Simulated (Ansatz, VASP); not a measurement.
# Two plane-wave programs on Te3Pb4Se

INCAR

```
SYSTEM = Te3Pb4Se
PREC = Accurate
ENCUT = 520
EDIFF = 1E-7
ISMEAR = 0
SIGMA = 0.1
LREAL = .False.
LASPH = .True.
NELM = 80
ALGO = Normal
ISIF = 2
LWAVE = .False.
LCHARG = .False.
GGA = PE
NBANDS = 50
```

File KPOINTS:

```
regular mesh
0
Gamma
  4 4 2
  0 0 0
```

File POSCAR:

```
Te3Pb4Se
1.0
    4.5934501000      0.0000000000      0.0000000000
    0.0000000000      4.5934501000      0.0000000000
    0.0000000000      0.0000000000     12.9610083000
Te Pb Se
3 4 1
Direct
    0.0000000000      0.0000000000      0.0000000000
    0.5000000000      0.5000000000      0.2509240000
    0.5000000000      0.5000000000      0.7490760000
    0.0000000000      0.0000000000      0.7415820000
    0.5000000000      0.5000000000      0.0000000000
    0.0000000000      0.0000000000      0.2584180000
    0.5000000000      0.5000000000      0.5000000000
    0.0000000000      0.0000000000      0.5000000000
```

Input for Ansatz:

```yaml
crystal:
  lattice:
    - [4.5934501, 0.0, 0.0]
    - [0.0, 4.5934501, 0.0]
    - [0.0, 0.0, 12.9610083]
  atoms:
    - { symbol: Te, position: [0.0, 0.0, 0.0] }
    - { symbol: Te, position: [0.5, 0.5, 0.250924] }
    - { symbol: Te, position: [0.5, 0.5, 0.749076] }
    - { symbol: Pb, position: [0.0, 0.0, 0.741582] }
    - { symbol: Pb, position: [0.5, 0.5, 0.0] }
    - { symbol: Pb, position: [0.0, 0.0, 0.258418] }
    - { symbol: Pb, position: [0.5, 0.5, 0.5] }
    - { symbol: Se, position: [0.0, 0.0, 0.5] }
basis:
  ecutwfc: 420
kpoints:
  mp_grid: { grid: [4, 4, 2] }
hamiltonian:
  xc: pbe
scf:
  occupations: { method: gaussian, width: 0.1 }
  lower_state_search: "off"
output:
  forces: true
  stress: true
  eigenvalues: true
```

Alike in both runs: task single point; functional PBE; k mesh 4 × 4 × 2; occupations gaussian, width 0.1 eV; no spin polarisation.

```csv
,VASP,Ansatz
version,VASP 6.6.1,Ansatz 0.2.0
potentials or method,"VASP PAW PBE potentials, release 64 (Te, Pb_d, Se), cutoff 520 eV","scalar-relativistic, plane waves, PAW"
valence electrons in the cell,80,120
```

|  | VASP | Ansatz | Ansatz less VASP |
| --- | --- | --- | --- |
| gap on the k mesh at the Fermi level (eV) | 0.45 | 0.45 | -0.004 |
| least direct gap on the mesh (eV) | 0.45 | 0.45 | -0.004 |
| pressure (GPa) | -0.1 | 0.0 | +0.04 |
| rms of the force components (eV/Å) | 0.003 | 0.003 | +0.0001 |

Atom by atom the forces differ by 0.000 eV/Å (rms over components). VASP's potentials hold 80 valence electrons a cell and Ansatz's 120, so a difference there can come from the potentials and not from the codes.

Spin-orbit coupling is off throughout.
